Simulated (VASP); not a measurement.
MgO, 2 atoms in the cell. Symmetry: I4/mmm, No. 139, tetragonal system. The conventional cell has a = 2.920 Å, b = 2.920 Å, c = 4.265 Å, α = 90.00°, β = 90.00°, γ = 90.00°. Within 2.7 Å of Mg (site symmetry 4/mmm) lie 6 O at 2.06 to 2.13 Å. Within 2.7 Å of O (site symmetry 4/mmm) lie 6 Mg at 2.06 to 2.13 Å.  This cell differs from its parent crystal: in-plane strain -0.02.

```yaml
Program: VASP 6.6.1
Task: single point
Functional: PBEsol
Potentials_or_basis: VASP PAW PBE potentials, release 64 (Mg, O)
Cutoff: 520 eV
k_mesh: 10 × 10 × 10
Occupations: gaussian, width 0.01 eV
Spin: no spin polarisation
Dipole_correction: no
Further_INCAR_settings: ALGO = Normal; EDIFF = 1e-06; NBANDS = 11
```

Potentials or basis: VASP PAW PBE potentials, release 64 (Mg, O).

Launch:

```console
$ cat potpaw_PBE.64/Mg/POTCAR potpaw_PBE.64/O/POTCAR > POTCAR
$ mpirun -np 1 vasp_std > vasp.out
```

Hardware: 1 thread of AMD EPYC 9R45 96-Core Processor (Zen 5) (shared host).

Problem. How long does it take, and how much memory?

Solution. It took 12 s on 1 thread of AMD EPYC 9R45 96-Core Processor (Zen 5), with other jobs on the host, peak memory 0.12 GiB. Counts: scf iterations 12, k points 102.
